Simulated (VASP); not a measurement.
# CdBi3O (Pm-3m) in VASP: notebook

Runs on CdBi3O. Level: PBE. Tasks: single point.

Program: VASP 6.6.1. These are calculated values, not measurements. Logs are shortened: lines on timing, memory, paths and dates and some standing lists are left out, and cuts for length are marked.

### 1 The cell of the first run

It takes space group Pm-3m (No. 221, cubic). Conventional cell: a = 5.010 Å, b = 5.010 Å, c = 5.010 Å, α = 90.00°, β = 90.00°, γ = 90.00°. Cd (site symmetry m-3m) has 12 Bi at 3.54 Å and 8 O at 4.34 Å within 4.7 Å. Within 3.3 Å of Bi (site symmetry 4/mmm) lie 2 O at 2.50 Å. Within 3.3 Å of O (site symmetry m-3m) lie 6 Bi at 2.50 Å.

The cell was built from a structure type or drawn by symmetry, and may not be a known phase.

### 2 Single point, PBE

Contents of INCAR:

```
PREC     = Accurate       # precision mode
ENCUT    = 600            # plane-wave cutoff, eV
EDIFF    = 1E-6           # SCF threshold, eV
ISMEAR   = 0              # smearing method
SIGMA    = 0.1            # smearing width, eV
LREAL    = F              # projectors in reciprocal space
LASPH    = T              # aspherical terms in the spheres
NELM     = 120            # most SCF steps
ALGO     = Normal         # electronic algorithm
ISIF     = 2              # what is computed and relaxed
LWAVE    = F              # write WAVECAR
LCHARG   = F              # write CHGCAR
GGA      = PE             # functional
NBANDS   = 40             # bands
GGA_COMPAT= F
```

Contents of KPOINTS:

```
regular mesh
0
Gamma
  4 4 4
```

Contents of POSCAR:

```
CdBi3O
1.0
    5.0095206884      0.0000000000      0.0000000000
    0.0000000000      5.0095206884      0.0000000000
    0.0000000000      0.0000000000      5.0095206884
Cd Bi O
1 3 1
Direct
    0.0000000000      0.0000000000      0.0000000000
    0.0000000000      0.5000000000      0.5000000000
    0.5000000000      0.0000000000      0.5000000000
    0.5000000000      0.5000000000      0.0000000000
    0.5000000000      0.5000000000      0.5000000000
```

Potentials or basis: VASP PAW PBE potentials, release 64 (Cd, Bi_d, O).

On the command line:

```bash
$ cat potpaw_PBE.64/Cd/POTCAR potpaw_PBE.64/Bi_d/POTCAR potpaw_PBE.64/O/POTCAR > POTCAR
$ mpirun -np 1 vasp_std > vasp.out
```

OUTCAR:

```text
PREC = Accurate
   ENCUT = 600
   EDIFF = 1E-6
   ISMEAR = 0
   LREAL = F
   LASPH = T
   NELM = 120
   ISIF = 2
   GGA = PE

 ion  position               nearest neighbor table
   1  0.000  0.000  0.000-   2 3.54   3 3.54   4 3.54   2 3.54   3 3.54   2 3.54   4 3.54   2 3.54
                             3 3.54   4 3.54   3 3.54   4 3.54
   2  0.000  0.500  0.500-   5 2.50   5 2.50   4 3.54   1 3.54   1 3.54   4 3.54   1 3.54   3 3.54
                             1 3.54   3 3.54   4 3.54   3 3.54   4 3.54   3 3.54
   3  0.500  0.000  0.500-   5 2.50   5 2.50   4 3.54   1 3.54   1 3.54   4 3.54   2 3.54   4 3.54
                             2 3.54   4 3.54   1 3.54   2 3.54   1 3.54   2 3.54
   4  0.500  0.500  0.000-   5 2.50   5 2.50   3 3.54   1 3.54   2 3.54   3 3.54   2 3.54   1 3.54
                             3 3.54   3 3.54   1 3.54   2 3.54   2 3.54   1 3.54
   5  0.500  0.500  0.500-   2 2.50   3 2.50   4 2.50   4 2.50   3 2.50   2 2.50

  LATTYP: Found a simple cubic cell.
 ALAT       =     5.0095206884

  Lattice vectors:

 A1 = (   5.0095206884,   0.0000000000,   0.0000000000)
 A2 = (   0.0000000000,   5.0095206884,   0.0000000000)
 A3 = (   0.0000000000,   0.0000000000,   5.0095206884)

Analysis of symmetry for initial positions (statically):
=====================================================================
 Subroutine PRICEL returns:
 Original cell was already a primitive cell.

 Routine SETGRP: Setting up the symmetry group for a
 simple cubic supercell.

 Subroutine GETGRP returns: Found 48 space group operations
 (whereof 48 operations were pure point group operations)
 out of a pool of 48 trial point group operations.

The static configuration has the point symmetry O_h .

Analysis of symmetry for dynamics (positions and initial velocities):
=====================================================================
 Subroutine PRICEL returns:
 Original cell was already a primitive cell.

 Routine SETGRP: Setting up the symmetry group for a
 simple cubic supercell.

 Subroutine GETGRP returns: Found 48 space group operations
 (whereof 48 operations were pure point group operations)
 out of a pool of 48 trial point group operations.

The dynamic configuration has the point symmetry O_h .

 Subroutine INISYM returns: Found 48 space group operations
 (whereof 48 operations are pure point group operations),
 and found     1 'primitive' translations

----------------------------------------------------------------------------------------

                                     Primitive cell

  volume of cell :     125.7154

  direct lattice vectors                    reciprocal lattice vectors
     5.009520688  0.000000000  0.000000000     0.199619896  0.000000000  0.000000000
     0.000000000  5.009520688  0.000000000     0.000000000  0.199619896  0.000000000
     0.000000000  0.000000000  5.009520688     0.000000000  0.000000000  0.199619896

  length of vectors
     5.009520688  5.009520688  5.009520688     0.199619896  0.199619896  0.199619896

  position of ions in fractional coordinates (direct lattice)
     0.000000000  0.000000000  0.000000000
     0.000000000  0.500000000  0.500000000
     0.500000000  0.000000000  0.500000000
     0.500000000  0.500000000  0.000000000
     0.500000000  0.500000000  0.500000000

  ion indices of the primitive-cell ions
   primitive index   ion index
                 1           1
                 2           2
                 3           3
                 4           4
                 5           5

----------------------------------------------------------------------------------------

 KPOINTS: regular mesh

Automatic generation of k-mesh.
 Grid dimensions read from file:
 generate k-points for:    4    4    4

 Generating k-lattice:

  Cartesian coordinates                     Fractional coordinates (reciprocal lattice)
     0.049904974  0.000000000  0.000000000     0.250000000  0.000000000  0.000000000
     0.000000000  0.049904974  0.000000000     0.000000000  0.250000000  0.000000000
     0.000000000  0.000000000  0.049904974     0.000000000  0.000000000  0.250000000

  Length of vectors
     0.049904974  0.049904974  0.049904974

  Shift w.r.t. Gamma in fractional coordinates (k-lattice)
     0.000000000  0.000000000  0.000000000

 Subroutine IBZKPT returns following result:
 ===========================================

 Found     10 irreducible k-points:

 Following reciprocal coordinates:
            Coordinates               Weight
  0.000000  0.000000  0.000000      1.000000
  0.250000  0.000000  0.000000      6.000000
  0.500000  0.000000  0.000000      3.000000
  0.250000  0.250000  0.000000     12.000000
  0.500000  0.250000  0.000000     12.000000
  0.500000  0.500000  0.000000      3.000000
  0.250000  0.250000  0.250000      8.000000
  0.500000  0.250000  0.250000     12.000000
  0.500000  0.500000  0.250000      6.000000
  0.500000  0.500000  0.500000      1.000000
   k-points           NKPTS =     10   k-points in BZ     NKDIM =     10   number of bands    NBANDS=     40
   number of dos      NEDOS =    301   number of ions     NIONS =      5
   total plane-waves  NPLWV =  64000
   dimension x,y,z NGX =    40 NGY =   40 NGZ =   40
   dimension x,y,z NGXF=    80 NGYF=   80 NGZF=   80
   ions per type =               1   3   1
   NGX,Y,Z   is equivalent  to a cutoff of  13.27, 13.27, 13.27 a.u.
   NGXF,Y,Z  is equivalent  to a cutoff of  26.55, 26.55, 26.55 a.u.
 SYSTEM =  unknown system
   PREC   = accura    normal or accurate (medium, high low for compatibility)
   ISTART =      0    job   : 0-new  1-cont  2-samecut
   ICHARG =      2    charge: 1-file 2-atom 10-const
   ISPIN  =      1    spin polarized calculation?
   LNONCOLLINEAR =      F non collinear calculations
   LSORBIT =      F    spin-orbit coupling
   LASPH  =      T    aspherical Exc in radial PAW
   ENCUT  =  600.0 eV  44.10 Ry    6.64 a.u.  10.01 10.01 10.01*2*pi/ulx,y,z
   NELM   =    120;   NELMIN=  2; NELMDL= -5     # of ELM steps
   EDIFF  = 0.1E-05   stopping-criterion for ELM
   LREAL  =      F    real-space projection
[... 7 lines left out ...]
   TEBEG  =    0.0;   TEEND  =   0.0 temperature during run
   PSTRESS=    0.0 pullay stress
   NELECT =      63.0000    total number of electrons
   NUPDOWN=      -1.0000    fix difference up-down
   EMIN   =  10.00;   EMAX   =-10.00  energy-range for DOS
   EFERMI =   0.00;   METHOD = LEGACY
   ISMEAR =     0;   SIGMA  =   0.10  broadening in eV -4-tet -1-fermi 0-gaus
   EFERMI_NEDOS =   21; number of points for ismear=-14 and -15
   IALGO  =     38    algorithm
   IMIX   =      4    mixing-type and parameters
     AMIX     =   0.40;   BMIX     =  1.00
     AMIX_MAG =   1.60;   BMIX_MAG =  1.00
  volume/ion in A,a.u.               =      25.14       169.67
  Fermi-wavevector in a.u.,A,eV,Ry     =   1.300346  2.457297 23.006078  1.690899
  Thomas-Fermi vector in A             =   2.431551
   LORBIT       =      0    0 simple, 1 ext, 2 COOP (PROOUT), +10 PAW based schemes
   GGA     = PE    functional components
   LHFCALC =     F    Hartree Fock is set to
   AEXX    =    0.0000 exact exchange contribution
   IVDW    =     0    specifies the selected vdW correction
   LEPSILON=     F    determine dielectric tensor
   LRPA    =     F    only Hartree local field effects (RPA)
 non-spin polarized calculation
 Gauss-broadening in eV      SIGMA  =   0.10
  energy-cutoff  :      600.00
  volume of cell :      125.72
 maximum number of plane-waves:      4224
   NGX = 21   NGY = 21   NGZ = 21

 number of electron      63.0000030 magnetization

 Free energy of the ion-electron system (eV)
  ---------------------------------------------------
  ext. energy  EPLUGINS =         0.00000000
  ---------------------------------------------------
  free energy    TOTEN  =       -17.84377213 eV

  energy without entropy =      -17.82825721  energy(sigma->0) =      -17.83601467

 E-fermi :   6.4959     XC(G=0): -10.3533

 val. band max:        6.4366282502   @ k =   0.5000   0.2500   0.2500
 cond. band min:       6.6156111294   @ k =   0.5000   0.2500   0.2500
 fundamental gap:      0.1789828793
 Fermi energy:         6.4958593664

 k-point     1 :       0.0000    0.0000    0.0000
  band No.  band energies     occupation
      1     -16.9734      2.00000
      2     -16.7577      2.00000
      3     -16.7577      2.00000
      4     -16.7577      2.00000
      5     -16.6378      2.00000
      6     -16.6378      2.00000
[... 32 lines left out ...]
     39      11.5515      0.00000
     40      12.3213      0.00000

 k-point     2 :       0.2500    0.0000    0.0000
  band No.  band energies     occupation
      1     -16.9260      2.00000
      2     -16.7563      2.00000
      3     -16.7301      2.00000
      4     -16.7301      2.00000
      5     -16.6592      2.00000
      6     -16.6375      2.00000
[... 32 lines left out ...]
     39      12.5353      0.00000
     40      12.6574      0.00000

 k-point     3 :       0.5000    0.0000    0.0000
  band No.  band energies     occupation
      1     -16.8663      2.00000
      2     -16.7548      2.00000
      3     -16.6925      2.00000
      4     -16.6625      2.00000
      5     -16.6625      2.00000
      6     -16.6612      2.00000
[... 32 lines left out ...]
     39      11.4265      0.00000
     40      11.4265      0.00000

 k-point     4 :       0.2500    0.2500    0.0000
  band No.  band energies     occupation
      1     -16.8810      2.00000
      2     -16.7352      2.00000
      3     -16.7232      2.00000
      4     -16.7147      2.00000
      5     -16.6704      2.00000
      6     -16.6483      2.00000
[... 32 lines left out ...]
     39      11.2507      0.00000
     40      12.7745      0.00000
[... 170 lines left out ...]
     39      11.5198      0.00000
     40      12.3594      0.00000

 k-point     9 :       0.5000    0.5000    0.2500
  band No.  band energies     occupation
      1     -16.7440      2.00000
      2     -16.7290      2.00000
      3     -16.7290      2.00000
      4     -16.6660      2.00000
      5     -16.6649      2.00000
      6     -16.6649      2.00000
[... 32 lines left out ...]
     39      12.9630      0.00000
     40      12.9630      0.00000

 k-point    10 :       0.5000    0.5000    0.5000
  band No.  band energies     occupation
      1     -16.7387      2.00000
      2     -16.7387      2.00000
      3     -16.7387      2.00000
      4     -16.6668      2.00000
      5     -16.6668      2.00000
      6     -16.6668      2.00000
[... 32 lines left out ...]
     39      13.4463      0.00000
     40      13.4463      0.00000

------------------------ aborting loop because EDIFF is reached ----------------------------------------

  FORCE on cell =-STRESS in cart. coord.  units (eV):
  Direction    XX          YY          ZZ          XY          YZ          ZX
  --------------------------------------------------------------------------------------
  -------------------------------------------------------------------------------------
  Total       -0.1110744     -0.1110744     -0.1110744      0.0000000      0.0000000      0.0000000
  in kB       -1.4155850     -1.4155850     -1.4155850      0.0000000      0.0000000      0.0000000
  external PRESSURE =      -1.4155850 kB  Pullay stress =       0.0000000 kB

 VOLUME and BASIS-vectors are now :
 -----------------------------------------------------------------------------
  energy-cutoff  :      600.00
  volume of cell :      125.72
      direct lattice vectors                 reciprocal lattice vectors
     5.009520688  0.000000000  0.000000000     0.199619896  0.000000000  0.000000000
     0.000000000  5.009520688  0.000000000     0.000000000  0.199619896  0.000000000
     0.000000000  0.000000000  5.009520688     0.000000000  0.000000000  0.199619896

 POSITION                                       TOTAL-FORCE (eV/Angst)
 -----------------------------------------------------------------------------------
      0.00000      0.00000      0.00000         0.000000      0.000000      0.000000
      0.00000      2.50476      2.50476         0.000000      0.000000      0.000000
      2.50476      0.00000      2.50476         0.000000      0.000000      0.000000
      2.50476      2.50476      0.00000         0.000000      0.000000      0.000000
      2.50476      2.50476      2.50476         0.000000      0.000000      0.000000
 -----------------------------------------------------------------------------------
    total drift:                               -0.000000     -0.000000     -0.000000

  FREE ENERGIE OF THE ION-ELECTRON SYSTEM (eV)
  ---------------------------------------------------
  free  energy   TOTEN  =       -17.8437721251 eV

  energy  without entropy=      -17.8282572136  energy(sigma->0) =      -17.83601467
```

Wall time 98 s (1 thread of Intel Xeon 8259CL, shared host); peak memory 0.27 GiB.

Results:

* Free energy: -17.8438 eV
* Pressure: -0.1 GPa
* Band gap on the k mesh: zero (an odd number of electrons rules out a gap without spin polarisation)

Levels at points of the mesh, in eV from the Fermi level:
```tsv
k point	band 28	band 29	band 30	band 31	band 32	band 33	band 34	band 35	band 36	band 37
(0.00, 0.00, 0.00)	-1.60	-1.49	-1.49	-1.49	0.60	0.60	0.60	4.66	4.66	4.66
(0.50, 0.00, 0.00)	-2.95	-1.44	-1.44	-0.54	-0.21	-0.21	0.97	2.78	2.95	4.46
(0.50, 0.50, 0.00)	-3.05	-1.47	-1.47	-0.69	-0.69	-0.46	0.75	2.40	2.80	3.10
(0.50, 0.50, 0.50)	-2.96	-2.96	-2.96	-2.59	-2.02	2.91	2.91	3.58	3.58	3.58
```

Caveat: spin-orbit coupling is left out, which moves the levels of the heavy elements; an odd number of electrons without spin polarisation forces a metal; a magnetic or distorted state may lie lower.

### 3 Single point, PBE

This run uses another cell than the first one, of 29.95 Å³/atom.

Contents of INCAR:

```
  ALGO = Normal
  EDIFF = 1E-6
  ENCUT = 600
  GGA = PE
  GGA_COMPAT = False
  ISIF = 2
  ISMEAR = 0
  LASPH = True
  LCHARG = True
  LELF = True
  LREAL = False
  LVHAR = True
  LWAVE = False
  NBANDS = 40
  NELM = 120
  PREC = Accurate
  SIGMA = 0.1
```

Contents of KPOINTS:

```
k-points
0
Gamma
  4 4 4
```

Changes to POSCAR since step 2:

```diff
@@ -2,5 +2,5 @@
 1.0
-    5.0095206884      0.0000000000      0.0000000000
-    0.0000000000      5.0095206884      0.0000000000
-    0.0000000000      0.0000000000      5.0095206884
+    5.3100584500      0.0000000000      0.0000000000
+    0.0000000000      5.3100584500      0.0000000000
+    0.0000000000      0.0000000000      5.3100584500
 Cd Bi O
```

Potentials or basis: VASP PAW PBE potentials, release 64 (Cd, Bi_d, O).

On the command line:

```bash
$ cat potpaw_PBE.64/Cd/POTCAR potpaw_PBE.64/Bi_d/POTCAR potpaw_PBE.64/O/POTCAR > POTCAR
$ mpirun -np 1 vasp_std > vasp.out
```

Wall time 2.2 min (1 thread of Intel Xeon 8259CL, shared host); peak memory 0.29 GiB.

It converged, with:

```yaml
Free_energy: -17.2108 eV
Pressure: -7.1 GPa
Band_gap_on_the_k_mesh: zero (an odd number of electrons rules out a gap without spin polarisation)
```

Levels at points of the mesh, in eV from the Fermi level:
| k point | band 30 | band 31 | band 32 | band 33 | band 34 | band 35 |
| --- | --- | --- | --- | --- | --- | --- |
| (0.00, 0.00, 0.00) | -1.06 | -1.06 | 0.54 | 0.54 | 0.54 | 3.97 |
| (0.50, 0.00, 0.00) | -1.05 | -0.36 | -0.09 | -0.09 | 0.72 | 2.19 |
| (0.50, 0.50, 0.00) | -1.22 | -0.53 | -0.51 | -0.51 | 0.50 | 2.37 |
| (0.50, 0.50, 0.50) | -2.47 | -2.27 | -1.78 | 2.46 | 2.46 | 2.81 |

Caveat: the cell stands under tension; spin-orbit coupling is left out, which moves the levels of the heavy elements; an odd number of electrons without spin polarisation forces a metal; a magnetic or distorted state may lie lower.

(Part 1 of 2 ends here.)
